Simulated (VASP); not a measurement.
Write the native input for VASP 6.6.1 that does the following.

| Quantity | Value |
| --- | --- |
| Task | single point |
| Functional | PBE |
| Potentials or basis | VASP PAW PBE potentials, release 64 (Ag, Br) |
| Cutoff | 500 eV |
| k mesh | 7 × 7 × 7 |
| Occupations | fermi-dirac, width 0.03 eV |
| Spin | no spin polarisation |
| Dipole correction | no |
| Further INCAR settings | ALGO = Normal; EDIFF = 1e-06; NBANDS = 16 |

The structure of AgBr lies in POSCAR:

```
AgBr
1.0
    0.0000000000      2.8571895000      2.8860500000
    2.8571895000      0.0000000000      2.8860500000
    2.8571895000      2.8571895000      0.0000000000
Ag Br
1 1
Direct
    0.5000000000      0.5000000000      0.5000000000
    0.0000000000      0.0000000000      0.0000000000
```

This cell differs from its parent crystal: equal xx and yy strain of -1 %.

The input as run:

INCAR

```
SYSTEM = AgBr
PREC = Accurate
ENCUT = 500
EDIFF = 1E-6
ISMEAR = -1
SIGMA = 0.03
LREAL = .FALSE.
LASPH = .TRUE.
NELM = 120
ALGO = Normal
ISIF = 2
LWAVE = .FALSE.
LCHARG = .FALSE.
GGA = PE
NBANDS = 16
GGA_COMPAT = .FALSE.
```

KPOINTS

```
regular mesh
0
G
  7 7 7
  0 0 0
```

Potentials or basis: VASP PAW PBE potentials, release 64 (Ag, Br).

Command:

```console
$ cat potpaw_PBE.64/Ag/POTCAR potpaw_PBE.64/Br/POTCAR > POTCAR
$ mpirun -np 1 vasp_std > vasp.out
```

Results of the run:

```
Pressure               : 2.5 GPa
Band gap on the k mesh : 0.71 eV (least direct gap 2.60 eV)
```

Caveat: the cell differs from its parent crystal (equal xx and yy strain of -1 %); semilocal functionals underestimate gaps, and a narrow one can read as zero.

It took 22 s on 1 thread of Intel(R) Xeon(R) Platinum 8375C CPU @ 2.90GHz (Ice Lake), with other jobs on the host, peak memory 0.18 GiB.
